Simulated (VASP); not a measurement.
## NaI: electric field gradients with LDA

NaI:

```xyz
2
Lattice="0.0000 3.2364 3.3011 3.2364 0.0000 3.3011 3.2364 3.2364 0.0000" Properties=species:S:1:pos:R:3 pbc="T T T"
Na    0.0000    0.0000    0.0000
I     3.2364    3.2364    3.3011
```

This cell differs from its parent crystal: zz strain of +2 %.

```
Program                : VASP 6.6.1
Task                   : electric field gradients
Functional             : LDA
Potentials or basis    : VASP PAW LDA potentials, release 64 (Na_pv, I)
Cutoff                 : 520 eV
k mesh                 : 8 × 8 × 8
Occupations            : fermi-dirac, width 0.02 eV
Spin                   : no spin polarisation
Dipole correction      : no
Further INCAR settings : ALGO = Normal; EDIFF = 1e-08; NBANDS = 14
```

| Quantity | Value |
| --- | --- |
| Pressure | -1.8 GPa |
| Band gap on the k mesh | 3.28 eV |
| Largest electric field gradient by atom | Na +1.2; I -2.6 V/Å² |

Stress tensor (GPa, compression positive):
```
-1.74  0.00  0.00
 0.00 -1.74  0.00
 0.00  0.00 -2.06
```

Levels at points of the mesh, in eV from the valence-band top:
| k point | band 3 | band 4 | band 5 | band 6 | band 7 | band 8 | band 9 | band 10 | band 11 | band 12 |
| --- | --- | --- | --- | --- | --- | --- | --- | --- | --- | --- |
| (0.00, 0.00, 0.00) | -22.42 | -11.05 | -0.02 | -0.02 | 0.00 | 3.28 | 7.70 | 7.82 | 7.82 | 9.50 |
| (0.50, 0.00, 0.00) | -22.42 | -10.75 | -2.19 | -0.31 | -0.28 | 4.84 | 7.17 | 7.32 | 8.32 | 9.98 |
| (0.50, 0.50, 0.00) | -22.43 | -10.69 | -1.91 | -0.72 | -0.72 | 4.25 | 5.43 | 9.37 | 10.94 | 10.94 |
| (0.50, 0.00, 0.50) | -22.43 | -10.67 | -1.91 | -0.81 | -0.73 | 4.23 | 5.38 | 9.52 | 10.70 | 11.02 |

Electric field gradients, principal values (V/Å²):
| atom | least | middle | greatest (by size) |
| --- | --- | --- | --- |
| 1 Na | -0.601 | -0.606 | 1.207 |
| 2 I | 1.279 | 1.280 | -2.560 |

Run time: 25 s on 1 thread of Intel(R) Xeon(R) Platinum 8488C (Sapphire Rapids), on a shared host, peak memory 0.2 GiB.

Caveat: the cell differs from its parent crystal (zz strain of +2 %); without QUAD_EFG the Cq values of the log hold for a quadrupole moment of 1 mb, not for the nuclei; spin-orbit coupling is left out, which moves the levels of the heavy elements.
